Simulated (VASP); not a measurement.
# Ge (I4_1/amd) in VASP: notebook, part 2 of 2

VASP 6.6.1.

## 3. Single point, PBE (engineering shear strain xy +0.0000, normal strain along z +0.0200)

The input, INCAR:

```
ALGO = Normal ; EDIFF = 1E-6
ENCUT = 520 ; GGA = PE
ISIF = 2 ; ISMEAR = 0
LASPH = True ; LCHARG = False
LREAL = False ; LWAVE = False
NBANDS = 21 ; NELM = 100
PREC = Accurate ; SIGMA = 0.15
```

The input, KPOINTS:

```
k-points
0
Gamma
  14 14 14
```

The input, POSCAR:

```
Ge
1.0
    0.0000000000      2.8805347716      2.9381454670
    2.8805347716      0.0000000000      2.9381454670
    2.8805347716      2.8805347716      0.0000000000
Ge
2
Direct
    0.5000000000      0.5000000000      0.5000000000
    0.7500000000      0.7500000000      0.7500000000
```

Potentials or basis: VASP PAW PBE potentials, release 64 (Ge_d).

The run is started by

```sh
cat potpaw_PBE.64/Ge_d/POTCAR > POTCAR
mpirun -np 1 vasp_std > vasp.out
```

Run time: 68 s. Hardware: 1 thread of Intel Xeon 6975P-C (Granite Rapids), shared host; peak memory 0.32 GiB.

The run converged. Its results:

| Quantity | Value |
| --- | --- |
| Free energy | -9.0313 eV |
| Pressure | -1.2 GPa |
| Band gap on the k mesh | zero (band 14 reaches 4.35 eV, above the bottom of band 15 at 4.26 eV) |

Stress tensor (GPa, compression positive):
```
-0.75  0.00  0.00
 0.00 -0.75  0.00
 0.00  0.00 -2.07
```

Levels at points of the mesh, in eV from the Fermi level:
```
           k point  band 12  band 13  band 14  band 15  band 16  band 17
(0.00, 0.00, 0.00)    -0.61    -0.08     0.06     0.06     2.50     2.50
(0.50, 0.00, 0.00)    -7.26    -1.36    -1.20    -0.02     3.67     3.77
(0.50, 0.50, 0.00)    -8.66    -2.72    -2.72     0.95     0.95     8.91
(0.50, 0.00, 0.50)    -8.58    -2.85    -2.85     0.81     0.81     8.92
```

Caveat: the cell differs from its parent crystal (engineering shear strain xy +0.0000, normal strain along z +0.0200).

## 4. Single point, PBE (engineering shear strain xy +0.0000, normal strain along z +0.0300)

The input, INCAR:

```
PREC = Accurate ; ENCUT = 520
EDIFF = 1E-7 ; ISMEAR = 0
SIGMA = 0.15 ; LREAL = F
LASPH = T ; NELM = 60
ALGO = Normal ; ISIF = 2
LWAVE = F ; LCHARG = T
GGA = PE ; LELF = T
LVHAR = T ; NBANDS = 21
```

The input, KPOINTS:

```
Automatic mesh
0
Gamma
  14 14 14
```

The input, POSCAR:

```
Ge
1.0
    0.0000000000      2.8805347716      2.9669508147
    2.8805347716      0.0000000000      2.9669508147
    2.8805347716      2.8805347716      0.0000000000
Ge
2
Direct
    0.5000000000      0.5000000000      0.5000000000
    0.7500000000      0.7500000000      0.7500000000
```

Potentials or basis: VASP PAW PBE potentials, release 64 (Ge_d).

The run is started by

```sh
cat potpaw_PBE.64/Ge_d/POTCAR > POTCAR
mpirun -np 1 vasp_std > vasp.out
```

OUTCAR:

```text
PREC = Accurate
   ENCUT = 520
   EDIFF = 1E-7
   ISMEAR = 0
   LREAL = F
   LASPH = T
   NELM = 60
   ISIF = 2
   GGA = PE

 ion  position               nearest neighbor table
   1  0.500  0.500  0.500-   2 2.52   2 2.52   2 2.52   2 2.52
   2  0.750  0.750  0.750-   1 2.52   1 2.52   1 2.52   1 2.52

  LATTYP: Found a body centered tetragonal cell.
 ALAT       =     4.0736913409
 C/A-ratio  =     1.4566399692

  Lattice vectors:

 A1 = (  -2.8805347716,   0.0000000000,   2.9669508147)
 A2 = (   2.8805347716,   0.0000000000,   2.9669508147)
 A3 = (   0.0000000000,   2.8805347716,  -2.9669508147)

Analysis of symmetry for initial positions (statically):
=====================================================================
 Subroutine PRICEL returns:
 Original cell was already a primitive cell.

 Routine SETGRP: Setting up the symmetry group for a
 body centered tetragonal supercell.

 Subroutine GETGRP returns: Found 16 space group operations
 (whereof  8 operations were pure point group operations)
 out of a pool of 16 trial point group operations.

[... 159 lines left out ...]
  ---------------------------------------------------
  free energy    TOTEN  =        -9.02402232 eV

  energy without entropy =       -9.02282911  energy(sigma->0) =       -9.02342571

 E-fermi :   4.1881     XC(G=0):  -9.5354

 val. band max:        4.1848806923   @ k =  -0.0714   0.0714   0.0000
 cond. band min:       4.2841784846   @ k =   0.0000   0.0000   0.0000
 fundamental gap:      0.0992977923
 Fermi energy:         4.1881131042

 k-point     1 :       0.0000    0.0000    0.0000
  band No.  band energies     occupation
      1     -20.5065      2.00000
      2     -20.5065      2.00000
      3     -20.5019      2.00000
      4     -20.4751      2.00000
      5     -20.4747      2.00000
      6     -20.3132      2.00000
[... 565 lines left out ...]
     20      13.1823      0.00000
     21      13.8787      0.00000

 [... further k-points ...]

------------------------ aborting loop because EDIFF is reached ----------------------------------------

  FORCE on cell =-STRESS in cart. coord.  units (eV):
  Direction    XX          YY          ZZ          XY          YZ          ZX
  --------------------------------------------------------------------------------------
  -------------------------------------------------------------------------------------
  Total       -0.3153577     -0.3153577     -0.9217893      0.0000000      0.0000000      0.0000000
  in kB      -10.2618932    -10.2618932    -29.9954702      0.0000000      0.0000000      0.0000000
  external PRESSURE =     -16.8397522 kB  Pullay stress =       0.0000000 kB

 VOLUME and BASIS-vectors are now :
 -----------------------------------------------------------------------------
  energy-cutoff  :      520.00
  volume of cell :       49.24
      direct lattice vectors                 reciprocal lattice vectors
     0.000000000  2.880534772  2.966950815    -0.173578880  0.173578880  0.168523185
     2.880534772  0.000000000  2.966950815     0.173578880 -0.173578880  0.168523185
     2.880534772  2.880534772  0.000000000     0.173578880  0.173578880 -0.168523185

 POSITION                                       TOTAL-FORCE (eV/Angst)
 -----------------------------------------------------------------------------------
      2.88053      2.88053      2.96695        -0.000000     -0.000000     -0.000000
      4.32080      4.32080      4.45043         0.000000      0.000000      0.000000
 -----------------------------------------------------------------------------------
    total drift:                               -0.000000     -0.000000      0.000000

  FREE ENERGIE OF THE ION-ELECTRON SYSTEM (eV)
  ---------------------------------------------------
  free  energy   TOTEN  =        -9.0240223164 eV

  energy  without entropy=       -9.0228291092  energy(sigma->0) =       -9.02342571
```

It took 76 s on 1 thread of Intel Xeon 6975P-C (Granite Rapids), shared host; peak memory 0.32 GiB.

Results:

```yaml
Free_energy: -9.0240 eV
Pressure: -1.7 GPa
Band_gap_on_the_k_mesh: zero (band 14 reaches 4.28 eV, above the bottom of band 15 at 4.14 eV)
```

Caveat: the cell differs from its parent crystal (engineering shear strain xy +0.0000, normal strain along z +0.0300).

## 5. Single point, PBE (engineering shear strain xy +0.0000, normal strain along z +0.0400)

The input, INCAR:

```
SYSTEM = Ge
PREC     = Accurate       ! precision mode
ENCUT    = 520            ! plane-wave cutoff, eV
EDIFF    = 1E-6           ! SCF threshold, eV
ISMEAR   = 0              ! smearing method
SIGMA    = 0.15           ! smearing width, eV
LREAL    = .False.        ! projectors in reciprocal space
LASPH    = .True.         ! aspherical terms in the spheres
NELM     = 60             ! most SCF steps
ALGO     = Normal         ! electronic algorithm
ISIF     = 2              ! what is computed and relaxed
LWAVE    = .False.        ! write WAVECAR
LCHARG   = .False.        ! write CHGCAR
GGA      = PE             ! functional
NBANDS   = 21             ! bands
```

The input, KPOINTS:

```
Automatic mesh
0
Gamma
  14 14 14
  0 0 0
```

The input, POSCAR:

```
Ge
1.0
    0.0000000000      2.8805347716      2.9957561625
    2.8805347716      0.0000000000      2.9957561625
    2.8805347716      2.8805347716      0.0000000000
Ge
2
Direct
    0.5000000000      0.5000000000      0.5000000000
    0.7500000000      0.7500000000      0.7500000000
```

The run is started by

```sh
cat potpaw_PBE.64/Ge_d/POTCAR > POTCAR
mpirun -np 1 vasp_std > vasp.out
```

Wall time 92 s (1 thread of Intel Xeon 6975P-C (Granite Rapids), shared host); peak memory 0.32 GiB.

It converged, with:

```yaml
Free_energy: -9.0141 eV
Pressure: -2.2 GPa
Band_gap_on_the_k_mesh: zero (band 14 reaches 4.22 eV, above the bottom of band 15 at 4.02 eV)
```

Stress tensor (GPa, compression positive):
```
-1.28  0.00  0.00
 0.00 -1.28  0.00
 0.00  0.00 -3.90
```

Levels at points of the mesh, in eV from the Fermi level:
| k point | band 12 | band 13 | band 14 | band 15 | band 16 | band 17 |
| --- | --- | --- | --- | --- | --- | --- |
| (0.00, 0.00, 0.00) | -0.78 | -0.17 | 0.13 | 0.13 | 2.48 | 2.48 |
| (0.50, 0.00, 0.00) | -7.18 | -1.40 | -1.07 | -0.08 | 3.64 | 3.82 |
| (0.50, 0.50, 0.00) | -8.64 | -2.56 | -2.56 | 1.08 | 1.08 | 8.74 |
| (0.50, 0.00, 0.50) | -8.47 | -2.81 | -2.81 | 0.79 | 0.79 | 8.73 |

Caveat: the cell differs from its parent crystal (engineering shear strain xy +0.0000, normal strain along z +0.0400).

## 6. Single point, PBE (engineering shear strain xy +0.0000, normal strain along z -0.0300)

The input, INCAR:

```
ALGO     = Normal         # electronic algorithm
EDIFF    = 1E-7           # SCF threshold, eV
ENCUT    = 520            # plane-wave cutoff, eV
GGA      = PE             # functional
ISIF     = 2              # what is computed and relaxed
ISMEAR   = 0              # smearing method
LASPH    = True           # aspherical terms in the spheres
LCHARG   = False          # write CHGCAR
LREAL    = False          # projectors in reciprocal space
LWAVE    = False          # write WAVECAR
NBANDS   = 21             # bands
NELM     = 100            # most SCF steps
PREC     = Accurate       # precision mode
SIGMA    = 0.15           # smearing width, eV
```

The input, KPOINTS:

```
k-points
0
Gamma
  14 14 14
```

The input, POSCAR:

```
Ge
1.0
    0.0000000000      2.8805347716      2.7941187285
    2.8805347716      0.0000000000      2.7941187285
    2.8805347716      2.8805347716      0.0000000000
Ge
2
Direct
    0.5000000000      0.5000000000      0.5000000000
    0.7500000000      0.7500000000      0.7500000000
```

Potentials or basis: VASP PAW PBE potentials, release 64 (Ge_d).

The run is started by

```sh
cat potpaw_PBE.64/Ge_d/POTCAR > POTCAR
mpirun -np 1 vasp_std > vasp.out
```

Run time: 86 s. Hardware: 1 thread of Intel Xeon 6975P-C (Granite Rapids), shared host; peak memory 0.3 GiB.

Results (log left out):

- Free energy: -9.0228 eV
- Pressure: 1.8 GPa
- Band gap on the k mesh: 0.14 eV, indirect (least direct gap 0.22 eV)

Stress tensor (GPa, compression positive):
```
1.19 0.00 0.00
0.00 1.19 0.00
0.00 0.00 3.17
```

Levels at points of the mesh, in eV from the valence-band top:
```tsv
k point	band 11	band 12	band 13	band 14	band 15	band 16	band 17	band 18
(0.00, 0.00, 0.00)	-12.55	-0.15	-0.03	-0.03	0.19	2.49	2.64	2.64
(0.50, 0.00, 0.00)	-10.51	-7.44	-1.45	-1.19	0.14	3.69	3.89	7.18
(0.50, 0.50, 0.00)	-8.66	-8.66	-3.08	-3.08	0.67	0.67	9.38	9.38
(0.50, 0.00, 0.50)	-8.80	-8.80	-2.87	-2.87	0.91	0.91	9.30	9.30
```

Caveat: the cell differs from its parent crystal (engineering shear strain xy +0.0000, normal strain along z -0.0300). A k mesh can miss the band edges.

## 7. The runs side by side

```csv
cell,gap on the mesh (eV),pressure (GPa)
"a = 4.094, b = 4.094, c = 4.074 Å, angles 60.2, 60.2, 59.7°, 2 atoms",none,-0.7
"a = 4.115, b = 4.115, c = 4.074 Å, angles 60.3, 60.3, 59.3°, 2 atoms",none,-1.2
"a = 4.135, b = 4.135, c = 4.074 Å, angles 60.5, 60.5, 59.0°, 2 atoms",none,-1.7
"a = 4.156, b = 4.156, c = 4.074 Å, angles 60.7, 60.7, 58.7°, 2 atoms",none,-2.2
"a = 4.013, b = 4.013, c = 4.074 Å, angles 59.5, 59.5, 61.0°, 2 atoms",0.14,1.8
```

Alike in all rows: task single point; level PBE; potentials or basis VASP PAW PBE potentials, release 64 (Ge_d); no spin polarisation; k mesh 14 × 14 × 14; cutoff (eV) 520; smearing gaussian 0.15 eV.

Total energies depend on the potentials used, so only differences within one code and one set of settings carry meaning.
